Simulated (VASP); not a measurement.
# BN (P6_3mc) in VASP: further runs

Runs on BN. Level: r2SCAN. Tasks: single point.

Everything below comes from runs of VASP 6.6.1. Logs are shortened: lines on timing, memory, paths and dates and some standing lists are left out, and cuts for length are marked.

## (1) The cell of the first run

It takes space group P6_3mc (No. 186, hexagonal). Conventional cell: a = 2.468 Å, b = 2.468 Å, c = 4.082 Å, α = 90.00°, β = 90.00°, γ = 120.00°. Within 2.0 Å of B (site symmetry 3m) lie 4 N at 1.51 to 1.53 Å. Within 2.0 Å of N (site symmetry 3m) lie 4 B at 1.51 to 1.53 Å.

## (2) Single point, r2SCAN (strain -0.030 along x and y, -0.030 along z)

POSCAR reads:

```
BN
1.0
    2.4676475277      0.0000000000      0.0000000000
   -1.2338237638      2.1370454466      0.0000000000
    0.0000000000      0.0000000000      4.0815125866
B N
2 2
Direct
    0.6666666667      0.3333333333      0.9997995909
    0.3333333333      0.6666666667      0.4997995909
    0.6666666667      0.3333333333      0.6252004091
    0.3333333333      0.6666666667      0.1252004091
```

INCAR.step1 reads:

```
PREC = Accurate
ENCUT = 520
ISMEAR = 0
SIGMA = 0.05
LREAL = False
LASPH = True
NELM = 60
NBANDS = 16
GGA = PE
ALGO = Normal
EDIFF = 1E-4
LWAVE = True
LCHARG = False
```

INCAR.step2 reads:

```
PREC = Accurate
ENCUT = 520
EDIFF = 1E-6
ISMEAR = 0
SIGMA = 0.05
LREAL = False
LASPH = True
NELM = 60
ALGO = Normal
ISIF = 2
LWAVE = False
LCHARG = False
METAGGA = R2SCAN
LMIXTAU = True
NBANDS = 16
ISTART = 1
```

KPOINTS reads:

```
regular mesh
0
Gamma
  12 12 6
```

Potentials or basis: VASP PAW PBE potentials, release 64 (B, N).

Launch:

```
$ cat potpaw_PBE.64/B/POTCAR potpaw_PBE.64/N/POTCAR > POTCAR
$ cp INCAR.step1 INCAR
$ mpirun -np 1 vasp_std > vasp.out
$ cp INCAR.step2 INCAR
$ mpirun -np 1 vasp_std > vasp.out
```

OUTCAR:

```text
PREC = Accurate
   ENCUT = 520
   EDIFF = 1E-6
   ISMEAR = 0
   LREAL = False
   LASPH = True
   NELM = 60
   ISIF = 2
   METAGGA = R2SCAN
   ISTART = 1

 ion  position               nearest neighbor table
   1  0.667  0.333  1.000-   4 1.51   4 1.51   4 1.51   3 1.53
   2  0.333  0.667  0.500-   3 1.51   3 1.51   3 1.51   4 1.53
   3  0.667  0.333  0.625-   2 1.51   2 1.51   2 1.51   1 1.53
   4  0.333  0.667  0.125-   1 1.51   1 1.51   1 1.51   2 1.53

  LATTYP: Found a hexagonal cell.
 ALAT       =     2.4676475277
 C/A-ratio  =     1.6540095540

  Lattice vectors:

 A1 = (   2.4676475277,   0.0000000000,   0.0000000000)
 A2 = (  -1.2338237638,   2.1370454466,   0.0000000000)
 A3 = (   0.0000000000,   0.0000000000,   4.0815125866)

Analysis of symmetry for initial positions (statically):
=====================================================================
 Subroutine PRICEL returns:
 Original cell was already a primitive cell.

 Routine SETGRP: Setting up the symmetry group for a
 hexagonal supercell.

 Subroutine GETGRP returns: Found 12 space group operations
 (whereof  6 operations were pure point group operations)
 out of a pool of 24 trial point group operations.

The static configuration has the point symmetry C_3v.
 The point group associated with its full space group is C_6v.

Analysis of symmetry for dynamics (positions and initial velocities):
=====================================================================
 Subroutine PRICEL returns:
 Original cell was already a primitive cell.

 Routine SETGRP: Setting up the symmetry group for a
 hexagonal supercell.

 Subroutine GETGRP returns: Found 12 space group operations
 (whereof  6 operations were pure point group operations)
 out of a pool of 24 trial point group operations.

The dynamic configuration has the point symmetry C_3v.
 The point group associated with its full space group is C_6v.

 Subroutine INISYM returns: Found 12 space group operations
 (whereof  6 operations are pure point group operations),
 and found     1 'primitive' translations

----------------------------------------------------------------------------------------

                                     Primitive cell

  volume of cell :      21.5238

[... 90 lines left out ...]
   ENCUT  =  520.0 eV  38.22 Ry    6.18 a.u.   4.59  4.59  7.59*2*pi/ulx,y,z
   NELM   =     60;   NELMIN=  2; NELMDL=  0     # of ELM steps
   EDIFF  = 0.1E-05   stopping-criterion for ELM
   LREAL  =      F    real-space projection
   EDIFFG = 0.1E-04   stopping-criterion for IOM
   NSW    =      0    number of steps for IOM
   IBRION =     -1    ionic relax: 0-MD 1-quasi-New 2-CG
   NFREE  =      0    steps in history (QN), initial steepest desc. (CG)
   ISIF   =      2    stress and relaxation
   ISYM   =      2    0-nonsym 1-usesym 2-fastsym
   POTIM  = 0.5000    time-step for ionic-motion
   TEBEG  =    0.0;   TEEND  =   0.0 temperature during run
   PSTRESS=    0.0 pullay stress
   NELECT =      16.0000    total number of electrons
   NUPDOWN=      -1.0000    fix difference up-down
   EMIN   =  10.00;   EMAX   =-10.00  energy-range for DOS
   EFERMI =   0.00;   METHOD = LEGACY
   ISMEAR =     0;   SIGMA  =   0.05  broadening in eV -4-tet -1-fermi 0-gaus
   EFERMI_NEDOS =   21; number of points for ismear=-14 and -15
   IALGO  =     38    algorithm
   IMIX   =      4    mixing-type and parameters
     AMIX     =   0.40;   BMIX     =  1.00
     AMIX_MAG =   1.60;   BMIX_MAG =  1.00
  volume/ion in A,a.u.               =       5.38        36.31
  Fermi-wavevector in a.u.,A,eV,Ry     =   1.483003  2.802470 29.923281  2.199299
  Thomas-Fermi vector in A             =   2.596719
   LORBIT       =      0    0 simple, 1 ext, 2 COOP (PROOUT), +10 PAW based schemes
   METAGGA = R2SCAN    functional components
   LHFCALC =     F    Hartree Fock is set to
   AEXX    =    0.0000 exact exchange contribution
   IVDW    =     0    specifies the selected vdW correction
   LEPSILON=     F    determine dielectric tensor
   LRPA    =     F    only Hartree local field effects (RPA)
 non-spin polarized calculation
 Gauss-broadening in eV      SIGMA  =   0.05
  energy-cutoff  :      520.00
  volume of cell :       21.52
 maximum number of plane-waves:       596
   NGX =  9   NGY =  9   NGZ = 15

 number of electron      15.9999997 magnetization

 Free energy of the ion-electron system (eV)
  ---------------------------------------------------
  ext. energy  EPLUGINS =         0.00000000
  ---------------------------------------------------
  free energy    TOTEN  =       -37.99133325 eV

  energy without entropy =      -37.99133325  energy(sigma->0) =      -37.99133325

 E-fermi :   8.9310     XC(G=0): -14.1373

 val. band max:        8.6168588872   @ k =   0.0000   0.0000   0.0000
 cond. band min:      14.1868797876   @ k =   0.3333   0.3333   0.0000
 fundamental gap:      5.5700209005
 Fermi energy:         8.9310350256

 k-point     1 :       0.0000    0.0000    0.0000
  band No.  band energies     occupation
      1     -14.0001      2.00000
      2      -9.3081      2.00000
      3      -3.6413      2.00000
      4       6.1938      2.00000
      5       6.1938      2.00000
      6       8.3124      2.00000
[... 433 lines left out ...]
      3      -1.2789      2.00000
      4       0.3428      2.00000
      5       1.9632      2.00000
      6       3.7082      2.00000
[... 8 lines left out ...]
     15      27.0863      0.00000
     16      27.6099      0.00000

 [... further k-points ...]

------------------------ aborting loop because EDIFF is reached ----------------------------------------

  FORCE on cell =-STRESS in cart. coord.  units (eV):
  Direction    XX          YY          ZZ          XY          YZ          ZX
  --------------------------------------------------------------------------------------
  -------------------------------------------------------------------------------------
  Total        5.8537362      5.8537362      5.9276703      0.0000000      0.0000000      0.0000000
  in kB      435.7382721    435.7382721    441.2417505      0.0000000      0.0000000      0.0000000
  external PRESSURE =     437.5727649 kB  Pullay stress =       0.0000000 kB

 VOLUME and BASIS-vectors are now :
 -----------------------------------------------------------------------------
  energy-cutoff  :      520.00
  volume of cell :       21.52
      direct lattice vectors                 reciprocal lattice vectors
     2.467647528  0.000000000  0.000000000     0.405244261  0.233967883  0.000000000
    -1.233823764  2.137045447  0.000000000     0.000000000  0.467935767  0.000000000
     0.000000000  0.000000000  4.081512587     0.000000000  0.000000000  0.245007207

 POSITION                                       TOTAL-FORCE (eV/Angst)
 -----------------------------------------------------------------------------------
      1.23382      0.71235      4.08069         0.000000      0.000000     -0.080896
     -0.00000      1.42470      2.03994        -0.000000     -0.000000     -0.080896
      1.23382      0.71235      2.55176         0.000000      0.000000      0.080896
     -0.00000      1.42470      0.51101        -0.000000      0.000000      0.080896
 -----------------------------------------------------------------------------------
    total drift:                               -0.000000     -0.000001     -0.000419

  FREE ENERGIE OF THE ION-ELECTRON SYSTEM (eV)
  ---------------------------------------------------
  free  energy   TOTEN  =       -37.9913332486 eV

  energy  without entropy=      -37.9913332486  energy(sigma->0) =      -37.99133325
```

OUTCAR.step1:

```text
PREC = Accurate
   ENCUT = 520
   ISMEAR = 0
   LREAL = False
   LASPH = True
[... 686 lines left out ...]
      1.23382      0.71235      4.08069         0.000000     -0.000000     -0.086550
     -0.00000      1.42470      2.03994        -0.000000      0.000000     -0.086550
      1.23382      0.71235      2.55176        -0.000000      0.000000      0.086550
     -0.00000      1.42470      0.51101         0.000000      0.000000      0.086550
 -----------------------------------------------------------------------------------
    total drift:                               -0.000000     -0.000000      0.000381

  FREE ENERGIE OF THE ION-ELECTRON SYSTEM (eV)
  ---------------------------------------------------
  free  energy   TOTEN  =       -34.5076859535 eV

  energy  without entropy=      -34.5076859535  energy(sigma->0) =      -34.50768595
```

Wall time 52 s (1 thread of Intel Xeon 6975P-C (Granite Rapids), shared host); peak memory 0.13 GiB.

What came out:

```
Free energy            : -37.9913 eV
Pressure               : 43.8 GPa
Largest force          : 0.081 eV/Å
Band gap on the k mesh : 5.57 eV (least direct gap 9.43 eV)
```

Forces on the atoms (eV/Å):
```
B    0.000  0.000 -0.081
B    0.000  0.000 -0.081
N    0.000  0.000  0.081
N    0.000  0.000  0.081
```

Stress tensor (GPa, compression positive):
```
43.57  0.00  0.00
 0.00 43.57  0.00
 0.00  0.00 44.12
```

Caveat: the cell differs from its parent crystal (strain -0.030 along x and y, -0.030 along z); the cell stands under pressure; the PAW data sets were made with another functional, which shifts forces and pressure a little.

## (3) Single point, r2SCAN (strain -0.030 along x and y, -0.015 along z)

POSCAR, as its differences from that of step 2:

```diff
@@ -4,3 +4,3 @@
    -1.2338237638      2.1370454466      0.0000000000
-    0.0000000000      0.0000000000      4.0815125866
+    0.0000000000      0.0000000000      4.1446287606
 B N
```

INCAR.step1 reads:

```
SYSTEM = BN
PREC = Accurate
ENCUT = 520
ISMEAR = 0
SIGMA = 0.05
LREAL = .False.
LASPH = .True.
NELM = 60
NBANDS = 16
GGA = PE
ALGO = Normal
EDIFF = 1E-4
LWAVE = .True.
LCHARG = .False.
```

INCAR.step2 reads:

```
SYSTEM = BN
PREC = Accurate
ENCUT = 520
EDIFF = 1E-7
ISMEAR = 0
SIGMA = 0.05
LREAL = .False.
LASPH = .True.
NELM = 60
ALGO = Normal
ISIF = 2
LWAVE = .False.
LCHARG = .True.
METAGGA = R2SCAN
LMIXTAU = .True.
LELF = .True.
LVHAR = .True.
NBANDS = 16
ISTART = 1
```

KPOINTS reads:

```
regular mesh
0
Gamma
  12 12 6
  0 0 0
```

Potentials or basis: VASP PAW PBE potentials, release 64 (B, N).

Launch:

```
$ cat potpaw_PBE.64/B/POTCAR potpaw_PBE.64/N/POTCAR > POTCAR
$ cp INCAR.step1 INCAR
$ mpirun -np 1 vasp_std > vasp.out
$ cp INCAR.step2 INCAR
$ mpirun -np 1 vasp_std > vasp.out
```

Wall time 56 s (1 thread of Intel Xeon 6975P-C (Granite Rapids), shared host); peak memory 0.14 GiB.

The run converged. Its results:

```yaml
Free_energy: -38.0622 eV
Pressure: 35.7 GPa
Largest_force: 0.121 eV/Å
Band_gap_on_the_k_mesh: 5.53 eV (least direct gap 9.22 eV)
```

Forces in eV/Å, atoms in the order of the input:
```
B    0.000  0.000 -0.121
B    0.000  0.000 -0.121
N    0.000  0.000  0.121
N    0.000  0.000  0.121
```

Stress tensor (GPa, compression positive):
```
41.75  0.00  0.00
 0.00 41.75  0.00
 0.00  0.00 23.62
```

Levels at points of the mesh, in eV from the valence-band top:
```
           k point  band 5  band 6  band 7  band 8  band 9  band 10  band 11  band 12
(0.00, 0.00, 0.00)   -2.26   -0.37    0.00    0.00    9.22     9.55     9.55    11.55
(0.50, 0.00, 0.00)   -7.65   -5.52   -4.91   -2.44    7.75     8.73    11.89    13.02
(0.00, 0.00, 0.50)   -1.25   -1.25   -1.25   -1.25   11.19    11.19    11.21    11.21
(0.50, 0.00, 0.50)   -4.21   -4.21   -4.08   -4.08    7.42     7.42    11.17    11.17
```

Caveat: the cell differs from its parent crystal (strain -0.030 along x and y, -0.015 along z); the cell stands under pressure; the PAW data sets were made with another functional, which shifts forces and pressure a little. A k mesh can miss the band edges.

## (4) Single point, r2SCAN (strain -0.030 along x and y, +0.000 along z)

POSCAR, as its differences from that of step 3:

```diff
@@ -4,3 +4,3 @@
    -1.2338237638      2.1370454466      0.0000000000
-    0.0000000000      0.0000000000      4.1446287606
+    0.0000000000      0.0000000000      4.2077449346
 B N
```

INCAR.step1 reads:

```
SYSTEM = BN
PREC     = Accurate       ! precision mode
ENCUT    = 520            ! plane-wave cutoff, eV
ISMEAR   = 0              ! smearing method
SIGMA    = 0.05           ! smearing width, eV
LREAL    = .FALSE.        ! projectors in reciprocal space
LASPH    = .TRUE.         ! aspherical terms in the spheres
NELM     = 60             ! most SCF steps
NBANDS   = 16             ! bands
GGA      = PE             ! functional
ALGO     = Normal         ! electronic algorithm
EDIFF    = 1E-4           ! SCF threshold, eV
LWAVE    = .TRUE.         ! write WAVECAR
LCHARG   = .FALSE.        ! write CHGCAR
```

INCAR.step2 reads:

```
SYSTEM = BN
PREC     = Accurate       ! precision mode
ENCUT    = 520            ! plane-wave cutoff, eV
EDIFF    = 1E-6           ! SCF threshold, eV
ISMEAR   = 0              ! smearing method
SIGMA    = 0.05           ! smearing width, eV
LREAL    = .FALSE.        ! projectors in reciprocal space
LASPH    = .TRUE.         ! aspherical terms in the spheres
NELM     = 60             ! most SCF steps
ALGO     = Normal         ! electronic algorithm
ISIF     = 2              ! what is computed and relaxed
LWAVE    = .FALSE.        ! write WAVECAR
LCHARG   = .FALSE.        ! write CHGCAR
METAGGA  = R2SCAN         ! meta-GGA
LMIXTAU  = .TRUE.       
NBANDS   = 16             ! bands
ISTART   = 1
```

KPOINTS reads:

```
Automatic mesh
0
G
  12 12 6
  0 0 0
```

Launch:

```
$ cat potpaw_PBE.64/B/POTCAR potpaw_PBE.64/N/POTCAR > POTCAR
$ cp INCAR.step1 INCAR
$ mpirun -np 1 vasp_std > vasp.out
$ cp INCAR.step2 INCAR
$ mpirun -np 1 vasp_std > vasp.out
```

It took 51 s on 1 thread of Intel Xeon 6975P-C (Granite Rapids), shared host; peak memory 0.14 GiB.

It converged, with:

```yaml
Free_energy: -38.0927 eV
Pressure: 28.4 GPa
Largest_force: 0.111 eV/Å
Band_gap_on_the_k_mesh: 5.50 eV (least direct gap 8.60 eV)
```

Forces in eV/Å, atoms in the order of the input:
```
B    0.000  0.000 -0.111
B    0.000  0.000 -0.111
N    0.000  0.000  0.111
N    0.000  0.000  0.111
```

Stress tensor (GPa, compression positive):
```
40.06  0.00  0.00
 0.00 40.06  0.00
 0.00  0.00  5.21
```

Levels at points of the mesh, in eV from the valence-band top:
```
           k point  band 6  band 7  band 8  band 9  band 10  band 11
(0.00, 0.00, 0.00)   -0.45    0.00    0.00    8.60     9.63     9.63
(0.50, 0.00, 0.00)   -5.35   -4.81   -2.47    7.84     8.55    11.91
(0.00, 0.00, 0.50)   -1.16   -1.16   -1.16   11.22    11.22    11.22
(0.50, 0.00, 0.50)   -4.12   -4.11   -4.11    7.28     7.28    11.00
```

Caveat: the cell differs from its parent crystal (strain -0.030 along x and y, +0.000 along z); the cell stands under pressure; the PAW data sets were made with another functional, which shifts forces and pressure a little.

(Part 1 of 2 ends here.)
